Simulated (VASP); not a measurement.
Set up this calculation in VASP 6.6.1, as the native input.

```yaml
Task: density of states
Functional: PBE
Potentials_or_basis: VASP PAW PBE potentials, release 64 (P)
Cutoff: 520 eV
k_mesh: 17 × 17 × 17
Occupations: fermi-dirac, width 0.1 eV
Spin: no spin polarisation
Dipole_correction: no
k_mesh_for_the_DOS: 26 × 26 × 26
Occupations_for_the_DOS: tetrahedron
Further_INCAR_settings: ALGO = Normal; EDIFF = 1e-06; NBANDS = 8
```

P:

```
P
1.0
    -1.28686    1.28686    1.28686
     1.28686   -1.28686    1.28686
     1.28686    1.28686   -1.28686
P
1
Direct
  0.00000 0.00000 0.00000
```

This cell differs from its parent crystal: volume scaled by 0.6.

The input as run:

POSCAR

```
P
1.0
   -1.2868603906      1.2868603906      1.2868603906
    1.2868603906     -1.2868603906      1.2868603906
    1.2868603906      1.2868603906     -1.2868603906
P
1
Direct
    0.0000000000      0.0000000000      0.0000000000
```

INCAR.step1

```
ALGO = Normal
EDIFF = 1E-6
ENCUT = 520
GGA = PE
ISIF = 2
ISMEAR = -1
LASPH = True
LCHARG = True
LREAL = False
LWAVE = False
NBANDS = 8
NELM = 80
PREC = Accurate
SIGMA = 0.1
```

KPOINTS.step1

```
k-points
0
Gamma
  17 17 17
```

INCAR.step2

```
ALGO = Normal
EDIFF = 1E-6
ENCUT = 520
GGA = PE
ICHARG = 11
ISIF = 2
ISMEAR = -5
LASPH = True
LCHARG = False
LORBIT = 11
LREAL = False
LWAVE = False
NBANDS = 8
NEDOS = 2001
NELM = 80
PREC = Accurate
SIGMA = 0.1
```

KPOINTS.step2

```
k-points
0
Gamma
  26 26 26
```

Potentials or basis: VASP PAW PBE potentials, release 64 (P).

Run with:

```sh
$ cat potpaw_PBE.64/P/POTCAR > POTCAR
$ cp INCAR.step1 INCAR
$ cp KPOINTS.step1 KPOINTS
$ mpirun -np 1 vasp_std > vasp.out
$ cp INCAR.step2 INCAR
$ cp KPOINTS.step2 KPOINTS
$ mpirun -np 1 vasp_std > vasp.out
```

Results of the run:

```
Valence electrons inside the program's atomic spheres : P 2.58
```

Wall time 43 s on 1 thread of AMD EPYC 7R13 Processor (Zen 3) (shared host), peak memory 0.13 GiB.
